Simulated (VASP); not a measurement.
# FeCo (Pm-3m) in VASP: further runs, part 2 of 2

VASP 6.6.1.

### 3 Electric field gradients, PBEsol, collinear spin, ferromagnetic start

INCAR reads:

```
SYSTEM = FeCo
PREC     = Accurate       ! precision mode
ENCUT    = 520            ! plane-wave cutoff, eV
EDIFF    = 1E-8           ! SCF threshold, eV
ISMEAR   = -1             ! smearing method
SIGMA    = 0.05           ! smearing width, eV
LREAL    = .False.        ! projectors in reciprocal space
LASPH    = .True.         ! aspherical terms in the spheres
NELM     = 200            ! most SCF steps
ALGO     = Normal         ! electronic algorithm
ISIF     = 2              ! what is computed and relaxed
LWAVE    = .False.        ! write WAVECAR
LCHARG   = .False.        ! write CHGCAR
ISPIN    = 2              ! spin polarisation
MAGMOM   = 3 2            ! initial moments
LORBIT   = 11             ! projections on sites
LMAXMIX  = 4              ! l up to which the mixer works
GGA      = PS             ! functional
LEFG     = .True.       
NBANDS   = 20             ! bands
GGA_COMPAT= .False.
```

KPOINTS reads:

```
regular mesh
0
Gamma
  13 13 13
  0 0 0
```

POSCAR reads:

```
FeCo
1.0
    2.8570000000      0.0000000000      0.0000000000
    0.0000000000      2.8570000000      0.0000000000
    0.0000000000      0.0000000000      2.8570000000
Fe Co
1 1
Direct
    0.5000000000      0.5000000000      0.5000000000
    0.0000000000      0.0000000000      0.0000000000
```

Potentials or basis: VASP PAW PBE potentials, release 64 (Fe, Co).

Started as:

```console
$ cat potpaw_PBE.64/Fe/POTCAR potpaw_PBE.64/Co/POTCAR > POTCAR
$ mpirun -np 1 vasp_std > vasp.out
```

OUTCAR:

```text
SYSTEM = FeCo
   PREC = Accurate
   ENCUT = 520
   EDIFF = 1E-8
   ISMEAR = -1
   LREAL = .False.
   LASPH = .True.
   NELM = 200
   ISIF = 2
   ISPIN = 2
   LORBIT = 11
   GGA = PS

 ion  position               nearest neighbor table
   1  0.500  0.500  0.500-   2 2.47   2 2.47   2 2.47   2 2.47   2 2.47   2 2.47   2 2.47   2 2.47

   2  0.000  0.000  0.000-   1 2.47   1 2.47   1 2.47   1 2.47   1 2.47   1 2.47   1 2.47   1 2.47

  LATTYP: Found a simple cubic cell.
 ALAT       =     2.8570000000

  Lattice vectors:

 A1 = (   2.8570000000,   0.0000000000,   0.0000000000)
[... 1349 lines left out ...]

 Electric field gradients after diagonalization (V/A^2)
 (convention: |V_zz| > |V_xx| > |V_yy|)
----------------------------------------------------------------------
 ion       V_xx      V_yy      V_zz     asymmetry (V_yy - V_xx)/ V_zz
----------------------------------------------------------------------
   1      -0.000     0.000    -0.000      -1.574
   2      -0.000    -0.000    -0.000      -0.056
----------------------------------------------------------------------

           NMR quadrupolar parameters

 Cq : quadrupolar parameter    Cq=e*Q*V_zz/h
 eta: asymmetry parameters     (V_yy - V_xx)/ V_zz
 Q  : nuclear electric quadrupole moment in mb (millibarn)
----------------------------------------------------------------------
 ion       Cq(MHz)       eta       Q (mb)
----------------------------------------------------------------------
   1      -0.000      -1.574       1.000
   2      -0.000      -0.056       1.000
----------------------------------------------------------------------

 total charge

# of ion       s       p       d       tot
------------------------------------------
    1        0.471   0.518   6.141   7.130
    2        0.478   0.500   7.232   8.211
--------------------------------------------------
tot          0.949   1.018  13.373  15.340

 magnetization (x)

# of ion       s       p       d       tot
------------------------------------------
    1        0.000  -0.041   2.817   2.777
    2       -0.010  -0.049   1.819   1.760
--------------------------------------------------
tot         -0.010  -0.090   4.636   4.536
```

OSZICAR:

```text
N       E                     dE             d eps       ncg     rms          rms(c)
DAV:   1     0.840138827568E+02    0.84014E+02   -0.73913E+03  7008   0.109E+03
[... 11 lines left out ...]
DAV:  13    -0.166613185776E+02    0.50826E-05   -0.29766E-05 11672   0.842E-02    0.237E-02
DAV:  14    -0.166613178455E+02    0.73206E-06   -0.96243E-06 11740   0.479E-02    0.110E-02
DAV:  15    -0.166613177899E+02    0.55549E-07   -0.16969E-06  9828   0.220E-02    0.344E-03
DAV:  16    -0.166613177132E+02    0.76732E-07   -0.10727E-07  8548   0.553E-03    0.837E-04
DAV:  17    -0.166613176871E+02    0.26152E-07   -0.14341E-08  4348   0.129E-03    0.318E-04
DAV:  18    -0.166613176747E+02    0.12358E-07   -0.56380E-09  3716   0.652E-04    0.120E-04
DAV:  19    -0.166613176748E+02   -0.65029E-10   -0.39071E-10  3672   0.214E-04
   1 F= -.16661318E+02 E0= -.16655290E+02  d E =-.120555E-01  mag=     4.5272
```

stdout:

```text
POSCAR found type information on POSCAR FeCo
 POSCAR found :  2 types and       2 ions
 scaLAPACK will be used
 -----------------------------------------------------------------------------
|                                                                             |
|                                                                             |
|     You enforced a specific xc type in the INCAR file but a different       |
|     I HOPE YOU KNOW WHAT YOU ARE DOING!                                     |
|                                                                             |
 -----------------------------------------------------------------------------

 LDA part: xc-table for (Slater+PW92), standard interpolation
 POSCAR, INCAR and KPOINTS ok, starting setup
 FFT: planning ... GRIDC
 FFT: planning ... GRID_SOFT
 FFT: planning ... GRID
 WAVECAR not read
 entering main loop
ion   1

ion   2
```

Wall time 39 s (1 thread of Intel Xeon 6975P-C (Granite Rapids), shared host); peak memory 0.18 GiB.

Results:

* Free energy: -16.6613 eV
* Pressure: -11.7 GPa
* Net moment: 4.53 μB per cell
* Site moments: Fe +2.78; Co +1.76 μB
* Largest electric field gradient by atom: zero within the noise of the run
* Valence electrons inside the program's atomic spheres: Fe 7.13; Co 8.21

Caveat: the cell stands under tension; the PAW data sets were made with another functional, which shifts forces and pressure a little.

### 4 Electric field gradients, r2SCAN, collinear spin, ferromagnetic start

POSCAR is that of step 3.

INCAR.step1 reads:

```
PREC = Accurate
ENCUT = 580
ISMEAR = -1
SIGMA = 0.05
LREAL = F
LASPH = T
NELM = 200
ISPIN = 2
MAGMOM = 3 2
LMAXMIX = 4
NBANDS = 20
GGA = PE
ALGO = Normal
EDIFF = 1E-5
LWAVE = T
LCHARG = F
GGA_COMPAT = F
```

INCAR.step2 reads:

```
PREC = Accurate
ENCUT = 580
EDIFF = 1E-8
ISMEAR = -1
SIGMA = 0.05
LREAL = F
LASPH = T
NELM = 200
ALGO = Normal
ISIF = 2
LWAVE = F
LCHARG = F
ISPIN = 2
MAGMOM = 3 2
LORBIT = 11
LMAXMIX = 4
METAGGA = R2SCAN
LMIXTAU = T
LEFG = T
NBANDS = 20
ISTART = 1
GGA_COMPAT = F
```

KPOINTS reads:

```
regular mesh
0
Gamma
  13 13 13
```

Potentials or basis: VASP PAW PBE potentials, release 64 (Fe, Co).

Started as:

```console
$ cat potpaw_PBE.64/Fe/POTCAR potpaw_PBE.64/Co/POTCAR > POTCAR
$ cp INCAR.step1 INCAR
$ mpirun -np 1 vasp_std > vasp.out
$ cp INCAR.step2 INCAR
$ mpirun -np 1 vasp_std > vasp.out
```

OUTCAR:

```text
PREC = Accurate
   ENCUT = 580
   EDIFF = 1E-8
   ISMEAR = -1
   LREAL = F
   LASPH = T
   NELM = 200
   ISIF = 2
   ISPIN = 2
   LORBIT = 11
   METAGGA = R2SCAN
   ISTART = 1

 ion  position               nearest neighbor table
   1  0.500  0.500  0.500-   2 2.47   2 2.47   2 2.47   2 2.47   2 2.47   2 2.47   2 2.47   2 2.47

   2  0.000  0.000  0.000-   1 2.47   1 2.47   1 2.47   1 2.47   1 2.47   1 2.47   1 2.47   1 2.47

  LATTYP: Found a simple cubic cell.
 ALAT       =     2.8570000000

  Lattice vectors:

 A1 = (   2.8570000000,   0.0000000000,   0.0000000000)
 A2 = (   0.0000000000,   2.8570000000,   0.0000000000)
 A3 = (   0.0000000000,   0.0000000000,   2.8570000000)

Analysis of symmetry for initial positions (statically):
=====================================================================
 Subroutine PRICEL returns:
 Original cell was already a primitive cell.

 Routine SETGRP: Setting up the symmetry group for a
[... 1324 lines left out ...]
 -----------------------------------------------------------------------------------
    total drift:                                0.000000      0.000000     -0.000000

  FREE ENERGIE OF THE ION-ELECTRON SYSTEM (eV)
  ---------------------------------------------------
  free  energy   TOTEN  =       -28.0179356153 eV

  energy  without entropy=      -28.0131030744  energy(sigma->0) =      -28.01551934

 Electric field gradients (V/A^2)
---------------------------------------------------------------------
 ion       V_xx      V_yy      V_zz      V_xy      V_xz      V_yz
---------------------------------------------------------------------
   1      -0.000    -0.000     0.000    -0.000    -0.000    -0.000
   2       0.000    -0.000     0.000     0.000     0.000    -0.000
---------------------------------------------------------------------

 Electric field gradients after diagonalization (V/A^2)
 (convention: |V_zz| > |V_xx| > |V_yy|)
----------------------------------------------------------------------
 ion       V_xx      V_yy      V_zz     asymmetry (V_yy - V_xx)/ V_zz
----------------------------------------------------------------------
   1      -0.000    -0.000     0.000       0.012
   2       0.000    -0.000     0.000      -0.593
----------------------------------------------------------------------

           NMR quadrupolar parameters

 Cq : quadrupolar parameter    Cq=e*Q*V_zz/h
 eta: asymmetry parameters     (V_yy - V_xx)/ V_zz
 Q  : nuclear electric quadrupole moment in mb (millibarn)
----------------------------------------------------------------------
 ion       Cq(MHz)       eta       Q (mb)
----------------------------------------------------------------------
   1       0.000       0.012       1.000
   2       0.000      -0.593       1.000
----------------------------------------------------------------------

 total charge

# of ion       s       p       d       tot
------------------------------------------
    1        0.480   0.562   6.066   7.108
    2        0.500   0.547   7.204   8.250
--------------------------------------------------
tot          0.979   1.109  13.270  15.358

 magnetization (x)

# of ion       s       p       d       tot
------------------------------------------
    1        0.015  -0.069   3.118   3.063
    2       -0.008  -0.085   1.983   1.890
--------------------------------------------------
tot          0.006  -0.154   5.101   4.953
```

Run time: 1.9 min. Hardware: 1 thread of Intel Xeon 6975P-C (Granite Rapids), shared host; peak memory 0.2 GiB.

What came out:

```
Free energy                                           : -28.0179 eV
Pressure                                              : -4.1 GPa
Net moment                                            : 4.83 μB per cell
Site moments                                          : Fe +3.06; Co +1.89 μB
Largest electric field gradient by atom               : zero within the noise of the run
Valence electrons inside the program's atomic spheres : Fe 7.11; Co 8.25
```

Caveat: the cell stands under tension; the PAW data sets were made with another functional, which shifts forces and pressure a little.

### 5 The runs side by side

| level | potentials or basis | cutoff (eV) | gap on the mesh (eV) | pressure (GPa) | moment (μB) |
| --- | --- | --- | --- | --- | --- |
| LDA | VASP PAW LDA potentials, release 64 (Fe, Co) | 520 | none | -20.0 | 4.40 |
| PBEsol | VASP PAW PBE potentials, release 64 (Fe, Co) | 520 | none | -11.7 | 4.53 |
| r2SCAN | VASP PAW PBE potentials, release 64 (Fe, Co) | 580 | none | -4.1 | 4.83 |

Alike in all rows: task electric field gradients; spin collinear, ferromagnetic start; cell as given; k mesh 13 × 13 × 13; smearing fermi-dirac 0.05 eV.

Caveats: the cell stands under tension; the PAW data sets were made with another functional, which shifts forces and pressure a little (at least some runs).

Absolute energies hang on the potentials; compare differences alone.
